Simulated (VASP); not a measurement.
# KBr (Fm-3m) in VASP: a series of runs, part 2 of 2

VASP 6.6.1. Earlier steps stand in the parts before.

**3. Single point, LDA**

This run uses another cell than the first one, of 32.35 Å³/atom.

Input file INCAR:

```
SYSTEM = KBr
PREC = Accurate
ENCUT = 520
EDIFF = 1E-7
ISMEAR = -1
SIGMA = 0.02
LREAL = .FALSE.
LASPH = .TRUE.
NELM = 100
ALGO = Normal
ISIF = 2
LWAVE = .FALSE.
LCHARG = .FALSE.
GGA = CA
NBANDS = 15
```

Input file KPOINTS:

```
Automatic mesh
0
G
  6 6 6
  0 0 0
```

Input file POSCAR:

```
KBr
1.0
    0.0000000000      3.1863686042      3.1863686042
    3.1863686042      0.0000000000      3.1863686042
    3.1863686042      3.1863686042      0.0000000000
K Br
1 1
Direct
    0.0000000000      0.0000000000      0.0000000000
    0.5000000000      0.5000000000      0.5000000000
```

Potentials or basis: VASP PAW LDA potentials, release 64 (K_sv, Br).

Run with:

```
$ cat potpaw_LDA.64/K_sv/POTCAR potpaw_LDA.64/Br/POTCAR > POTCAR
$ mpirun -np 1 vasp_std > vasp.out
```

OUTCAR:

```text
SYSTEM = KBr
   PREC = Accurate
   ENCUT = 520
   EDIFF = 1E-7
   ISMEAR = -1
   LREAL = .FALSE.
   LASPH = .TRUE.
   NELM = 100
   ISIF = 2
   GGA = CA

 ion  position               nearest neighbor table
   1  0.000  0.000  0.000-   2 3.19   2 3.19   2 3.19   2 3.19   2 3.19   2 3.19
   2  0.500  0.500  0.500-   1 3.19   1 3.19   1 3.19   1 3.19   1 3.19   1 3.19

  LATTYP: Found a face centered cubic cell.
 ALAT       =     6.3727372084

  Lattice vectors:

 A1 = (   0.0000000000,   3.1863686042,   3.1863686042)
 A2 = (   3.1863686042,   0.0000000000,   3.1863686042)
 A3 = (   3.1863686042,   3.1863686042,   0.0000000000)

Analysis of symmetry for initial positions (statically):
=====================================================================
 Subroutine PRICEL returns:
 Original cell was already a primitive cell.

 Routine SETGRP: Setting up the symmetry group for a
 face centered cubic supercell.

 Subroutine GETGRP returns: Found 48 space group operations
 (whereof 48 operations were pure point group operations)
 out of a pool of 48 trial point group operations.

The static configuration has the point symmetry O_h .

Analysis of symmetry for dynamics (positions and initial velocities):
=====================================================================
 Subroutine PRICEL returns:
 Original cell was already a primitive cell.

 Routine SETGRP: Setting up the symmetry group for a
 face centered cubic supercell.

 Subroutine GETGRP returns: Found 48 space group operations
 (whereof 48 operations were pure point group operations)
 out of a pool of 48 trial point group operations.

The dynamic configuration has the point symmetry O_h .

 Subroutine INISYM returns: Found 48 space group operations
 (whereof 48 operations are pure point group operations),
 and found     1 'primitive' translations

----------------------------------------------------------------------------------------
[... 112 lines left out ...]
   IVDW    =     0    specifies the selected vdW correction
   LEPSILON=     F    determine dielectric tensor
   LRPA    =     F    only Hartree local field effects (RPA)
 non-spin polarized calculation
  energy-cutoff  :      520.00
  volume of cell :       64.70
 maximum number of plane-waves:      1807
 NGX is ok and might be reduce to    36
   NGX = 17   NGY = 17   NGZ = 17

 number of electron      16.0000000 magnetization

 Free energy of the ion-electron system (eV)
  ---------------------------------------------------
  ext. energy  EPLUGINS =         0.00000000
  ---------------------------------------------------
  free energy    TOTEN  =        -6.83458193 eV

  energy without entropy =       -6.83458193  energy(sigma->0) =       -6.83458193

 E-fermi :  -1.0243     XC(G=0):  -8.3144

 val. band max:       -1.4476989523   @ k =   0.0000   0.0000   0.0000
 cond. band min:       2.8801213925   @ k =   0.0000   0.0000   0.0000
 fundamental gap:      4.3278203448
 Fermi energy:        -1.0242630420

 k-point     1 :       0.0000    0.0000    0.0000
  band No.  band energies     occupation
      1     -28.6590      2.00000
      2     -13.9150      2.00000
      3     -12.3842      2.00000
      4     -12.3842      2.00000
      5     -12.3842      2.00000
      6      -1.4477      2.00000
      7      -1.4477      2.00000
      8      -1.4477      2.00000
      9       2.8801      0.00000
     10       5.8916      0.00000
     11       5.8916      0.00000
     12       5.8916      0.00000
     13       6.8392      0.00000
     14       6.8392      0.00000
[... 257 lines left out ...]
      2     -13.8689      2.00000
      3     -12.5142      2.00000
      4     -12.4675      2.00000
      5     -12.3120      2.00000
      6      -2.2945      2.00000
      7      -2.0545      2.00000
      8      -1.9883      2.00000
      9       4.8186      0.00000
     10       6.5897      0.00000
     11       6.8074      0.00000
     12       7.9495      0.00000
     13       8.6679      0.00000
     14       9.4993      0.00000
     15      10.1443      0.00000

------------------------ aborting loop because EDIFF is reached ----------------------------------------

  FORCE on cell =-STRESS in cart. coord.  units (eV):
  Direction    XX          YY          ZZ          XY          YZ          ZX
  --------------------------------------------------------------------------------------
  -------------------------------------------------------------------------------------
  Total        0.0338674      0.0338674      0.0338674      0.0000000      0.0000000      0.0000000
  in kB        0.8386374      0.8386374      0.8386374      0.0000000      0.0000000      0.0000000
  external PRESSURE =       0.8386374 kB  Pullay stress =       0.0000000 kB

 VOLUME and BASIS-vectors are now :
 -----------------------------------------------------------------------------
  energy-cutoff  :      520.00
  volume of cell :       64.70
      direct lattice vectors                 reciprocal lattice vectors
     0.000000000  3.186368604  3.186368604    -0.156918443  0.156918443  0.156918443
     3.186368604  0.000000000  3.186368604     0.156918443 -0.156918443  0.156918443
     3.186368604  3.186368604  0.000000000     0.156918443  0.156918443 -0.156918443

 POSITION                                       TOTAL-FORCE (eV/Angst)
 -----------------------------------------------------------------------------------
      0.00000      0.00000      0.00000         0.000000     -0.000000     -0.000000
      3.18637      3.18637      3.18637        -0.000000      0.000000      0.000000
 -----------------------------------------------------------------------------------
    total drift:                                0.000000      0.000000      0.000000

  FREE ENERGIE OF THE ION-ELECTRON SYSTEM (eV)
  ---------------------------------------------------
  free  energy   TOTEN  =        -6.8345819271 eV

  energy  without entropy=       -6.8345819271  energy(sigma->0) =       -6.83458193
```

OSZICAR:

```text
N       E                     dE             d eps       ncg     rms          rms(c)
DAV:   1     0.103028387785E+03    0.10303E+03   -0.67561E+03   480   0.936E+02
DAV:   2    -0.603249540004E+00   -0.10363E+03   -0.96753E+02   599   0.251E+02
DAV:   3    -0.678273972341E+01   -0.61795E+01   -0.61458E+01   656   0.509E+01
DAV:   4    -0.700336929868E+01   -0.22063E+00   -0.22054E+00   727   0.908E+00
DAV:   5    -0.700575945819E+01   -0.23902E-02   -0.23901E-02   656   0.962E-01    0.403E+00
DAV:   6    -0.685519682726E+01    0.15056E+00   -0.17109E-01   606   0.219E+00    0.291E+00
DAV:   7    -0.683409259155E+01    0.21104E-01   -0.69410E-02   606   0.153E+00    0.127E+00
DAV:   8    -0.683452899977E+01   -0.43641E-03   -0.83684E-03   611   0.699E-01    0.168E-01
DAV:   9    -0.683452555404E+01    0.34457E-05   -0.11223E-04   634   0.735E-02    0.691E-02
DAV:  10    -0.683458313184E+01   -0.57578E-04   -0.60751E-05   599   0.424E-02    0.278E-02
DAV:  11    -0.683458167810E+01    0.14537E-05   -0.62096E-06   571   0.181E-02    0.319E-03
DAV:  12    -0.683458191993E+01   -0.24183E-06   -0.29197E-07   606   0.361E-03    0.476E-04
DAV:  13    -0.683458192707E+01   -0.71359E-08   -0.84171E-09   436   0.638E-04
   1 F= -.68345819E+01 E0= -.68345819E+01  d E =-.816647E-11
```

Wall time 26 s (1 thread of Intel Xeon 8259CL, shared host); peak memory 0.17 GiB.

What came out:

| Quantity | Value |
| --- | --- |
| Free energy | -6.8346 eV |
| Pressure | 0.1 GPa |
| Band gap on the k mesh | 4.33 eV |

LDA gaps usually lie below the measured ones, often by a third to a half.

**4. Single point, PBEsol**

This run uses another cell than the first one, of 35.15 Å³/atom.

Input file INCAR:

```
SYSTEM = KBr
PREC = Accurate ; ENCUT = 520
EDIFF = 1E-7 ; ISMEAR = -1
SIGMA = 0.02 ; LREAL = .False.
LASPH = .True. ; NELM = 80
ALGO = Normal ; ISIF = 2
LWAVE = .False. ; LCHARG = .False.
GGA = PS ; NBANDS = 15
```

Input file KPOINTS:

```
Automatic mesh
0
Gamma
  6 6 6
  0 0 0
```

Input file POSCAR:

```
KBr
1.0
    0.0000000000      3.2756797793      3.2756797793
    3.2756797793      0.0000000000      3.2756797793
    3.2756797793      3.2756797793      0.0000000000
K Br
1 1
Direct
    0.0000000000      0.0000000000      0.0000000000
    0.5000000000      0.5000000000      0.5000000000
```

Potentials or basis: VASP PAW PBE potentials, release 64 (K_sv, Br).

Run with:

```
$ cat potpaw_PBE.64/K_sv/POTCAR potpaw_PBE.64/Br/POTCAR > POTCAR
$ mpirun -np 1 vasp_std > vasp.out
```

Run time: 31 s. Hardware: 1 thread of Intel Xeon 8259CL, shared host; peak memory 0.2 GiB.

It converged, with:

* Free energy: -6.4599 eV
* Pressure: 0.0 GPa
* Band gap on the k mesh: 4.33 eV

Levels at points of the mesh, in eV from the valence-band top:
| k point | band 5 | band 6 | band 7 | band 8 | band 9 | band 10 | band 11 | band 12 |
| --- | --- | --- | --- | --- | --- | --- | --- | --- |
| (0.00, 0.00, 0.00) | -11.11 | 0.00 | 0.00 | 0.00 | 4.33 | 7.53 | 7.53 | 7.53 |
| (0.50, 0.00, 0.00) | -10.87 | -1.25 | -0.36 | -0.36 | 6.48 | 8.21 | 9.78 | 9.78 |
| (0.50, 0.50, 0.00) | -11.15 | -0.86 | -0.30 | -0.30 | 5.72 | 7.17 | 9.37 | 9.47 |

Caveat: the PAW data sets were made with another functional, which shifts forces and pressure a little.

**5. Single point, PBE**

Input file INCAR:

```
SYSTEM = KBr
PREC = Accurate
ENCUT = 520
EDIFF = 1E-7
ISMEAR = -1
SIGMA = 0.02
LREAL = .FALSE.
LASPH = .TRUE.
NELM = 100
ALGO = Normal
ISIF = 2
LWAVE = .FALSE.
LCHARG = .FALSE.
GGA = PE
NBANDS = 15
```

Input file KPOINTS:

```
Automatic mesh
0
G
  6 6 6
  0 0 0
```

Input file POSCAR:

```
KBr
1.0
    0.0000000000      3.3024387198      3.3024387198
    3.3024387198      0.0000000000      3.3024387198
    3.3024387198      3.3024387198      0.0000000000
K Br
1 1
Direct
    0.0000000000      0.0000000000      0.0000000000
    0.5000000000      0.5000000000      0.5000000000
```

Run with:

```
$ cat potpaw_PBE.64/K_sv/POTCAR potpaw_PBE.64/Br/POTCAR > POTCAR
$ mpirun -np 1 vasp_std > vasp.out
```

Wall time 33 s (1 thread of Intel Xeon 8259CL, shared host); peak memory 0.21 GiB.

The run converged. Its results:

```yaml
Free_energy: -6.2158 eV
Pressure: 0.7 GPa
Band_gap_on_the_k_mesh: 4.43 eV
```

Levels at points of the mesh, in eV from the valence-band top:
| k point | band 5 | band 6 | band 7 | band 8 | band 9 | band 10 | band 11 | band 12 |
| --- | --- | --- | --- | --- | --- | --- | --- | --- |
| (0.00, 0.00, 0.00) | -11.26 | 0.00 | 0.00 | 0.00 | 4.43 | 7.60 | 7.60 | 7.60 |
| (0.50, 0.00, 0.00) | -11.01 | -1.17 | -0.33 | -0.33 | 6.59 | 8.23 | 9.76 | 9.76 |
| (0.50, 0.50, 0.00) | -11.30 | -0.81 | -0.28 | -0.28 | 5.87 | 7.19 | 9.36 | 9.50 |

**6. Single point, LDA**

Input file INCAR:

```
SYSTEM = KBr
ALGO     = Normal         ! electronic algorithm
EDIFF    = 1E-6           ! SCF threshold, eV
ENCUT    = 520            ! plane-wave cutoff, eV
ISIF     = 2              ! what is computed and relaxed
ISMEAR   = 0              ! smearing method
LASPH    = .True.         ! aspherical terms in the spheres
LCHARG   = .True.         ! write CHGCAR
LELF     = .True.         ! ELF
LREAL    = .False.        ! projectors in reciprocal space
LVHAR    = .True.       
LWAVE    = .False.        ! write WAVECAR
NBANDS   = 15             ! bands
NELM     = 80             ! most SCF steps
PREC     = Accurate       ! precision mode
SIGMA    = 0.01           ! smearing width, eV
```

Input file KPOINTS:

```
k-points
0
Gamma
  6 6 6
  0 0 0
```

POSCAR is that of step 5.

Potentials or basis: VASP PAW LDA potentials, release 64 (K_sv, Br).

Run with:

```
$ cat potpaw_LDA.64/K_sv/POTCAR potpaw_LDA.64/Br/POTCAR > POTCAR
$ mpirun -np 1 vasp_std > vasp.out
```

OUTCAR:

```text
SYSTEM = KBr
   EDIFF = 1E-6
   ENCUT = 520
   ISIF = 2
   ISMEAR = 0
   LASPH = .True.
   LREAL = .False.
   NELM = 80
   PREC = Accurate

 ion  position               nearest neighbor table
   1  0.000  0.000  0.000-
   2  0.500  0.500  0.500-

  LATTYP: Found a face centered cubic cell.
 ALAT       =     6.6048774396

  Lattice vectors:

 A1 = (   0.0000000000,   3.3024387198,   3.3024387198)
 A2 = (   3.3024387198,   0.0000000000,   3.3024387198)
[... 462 lines left out ...]
------------------------ aborting loop because EDIFF is reached ----------------------------------------

  FORCE on cell =-STRESS in cart. coord.  units (eV):
  Direction    XX          YY          ZZ          XY          YZ          ZX
  --------------------------------------------------------------------------------------
  -------------------------------------------------------------------------------------
  Total       -0.7340799     -0.7340799     -0.7340799      0.0000000      0.0000000      0.0000000
  in kB      -16.3274969    -16.3274969    -16.3274969      0.0000000      0.0000000      0.0000000
  external PRESSURE =     -16.3274969 kB  Pullay stress =       0.0000000 kB

 VOLUME and BASIS-vectors are now :
 -----------------------------------------------------------------------------
  energy-cutoff  :      520.00
  volume of cell :       72.03
      direct lattice vectors                 reciprocal lattice vectors
     0.000000000  3.302438720  3.302438720    -0.151403264  0.151403264  0.151403264
     3.302438720  0.000000000  3.302438720     0.151403264 -0.151403264  0.151403264
     3.302438720  3.302438720  0.000000000     0.151403264  0.151403264 -0.151403264

 POSITION                                       TOTAL-FORCE (eV/Angst)
 -----------------------------------------------------------------------------------
      0.00000      0.00000      0.00000         0.000000      0.000000      0.000000
      3.30244      3.30244      3.30244        -0.000000      0.000000     -0.000000
 -----------------------------------------------------------------------------------
    total drift:                                0.000000      0.000000      0.000000

  FREE ENERGIE OF THE ION-ELECTRON SYSTEM (eV)
  ---------------------------------------------------
  free  energy   TOTEN  =        -6.7957746878 eV

  energy  without entropy=       -6.7957746878  energy(sigma->0) =       -6.79577469
```

OSZICAR:

```text
N       E                     dE             d eps       ncg     rms          rms(c)
DAV:   1     0.108648383016E+03    0.10865E+03   -0.69351E+03   480   0.953E+02
DAV:   2     0.642685394641E-01   -0.10858E+03   -0.98138E+02   635   0.246E+02
DAV:   3    -0.680411998512E+01   -0.68684E+01   -0.68214E+01   662   0.526E+01
DAV:   4    -0.698502949749E+01   -0.18091E+00   -0.18087E+00   707   0.851E+00
DAV:   5    -0.698659853948E+01   -0.15690E-02   -0.15690E-02   683   0.862E-01    0.324E+00
DAV:   6    -0.681902614106E+01    0.16757E+00   -0.19175E-01   571   0.217E+00    0.235E+00
DAV:   7    -0.679508681200E+01    0.23939E-01   -0.68743E-02   634   0.148E+00    0.114E+00
DAV:   8    -0.679571492833E+01   -0.62812E-03   -0.85168E-03   648   0.663E-01    0.169E-01
DAV:   9    -0.679569885528E+01    0.16073E-04   -0.16837E-04   627   0.766E-02    0.722E-02
DAV:  10    -0.679577484071E+01   -0.75985E-04   -0.67790E-05   550   0.458E-02    0.199E-02
DAV:  11    -0.679577468778E+01    0.15293E-06   -0.31259E-06   674   0.103E-02
   1 F= -.67957747E+01 E0= -.67957747E+01  d E =-.262824E-75
```

Run time: 26 s. Hardware: 1 thread of Intel Xeon 8259CL, shared host; peak memory 0.17 GiB.

Results:

- Free energy: -6.7958 eV
- Pressure: -1.6 GPa
- Band gap on the k mesh: 4.03 eV

**7. The runs side by side**

| level | potentials or basis | cell | k mesh | smearing | gap on the mesh (eV) | pressure (GPa) |
| --- | --- | --- | --- | --- | --- | --- |
| PBE | VASP PAW PBE potentials, release 64 (K_sv, Br) | a = 4.670 Å, angles 60.0°, 2 atoms | 4 × 4 × 4 | gaussian 0.01 eV | 4.43 | 0.7 |
| LDA | VASP PAW LDA potentials, release 64 (K_sv, Br) | a = 4.506 Å, angles 60.0°, 2 atoms | 6 × 6 × 6 | fermi-dirac 0.02 eV | 4.33 | 0.1 |
| PBEsol | VASP PAW PBE potentials, release 64 (K_sv, Br) | a = 4.633 Å, angles 60.0°, 2 atoms | 6 × 6 × 6 | fermi-dirac 0.02 eV | 4.33 | 0.0 |
| PBE | VASP PAW PBE potentials, release 64 (K_sv, Br) | a = 4.670 Å, angles 60.0°, 2 atoms | 6 × 6 × 6 | fermi-dirac 0.02 eV | 4.43 | 0.7 |
| LDA | VASP PAW LDA potentials, release 64 (K_sv, Br) | a = 4.670 Å, angles 60.0°, 2 atoms | 6 × 6 × 6 | gaussian 0.01 eV | 4.03 | -1.6 |

Alike in all rows: task single point; no spin polarisation; cutoff (eV) 520.

Caveats: the PAW data sets were made with another functional, which shifts forces and pressure a little (at least some runs).

Absolute energies hang on the potentials; compare differences alone.
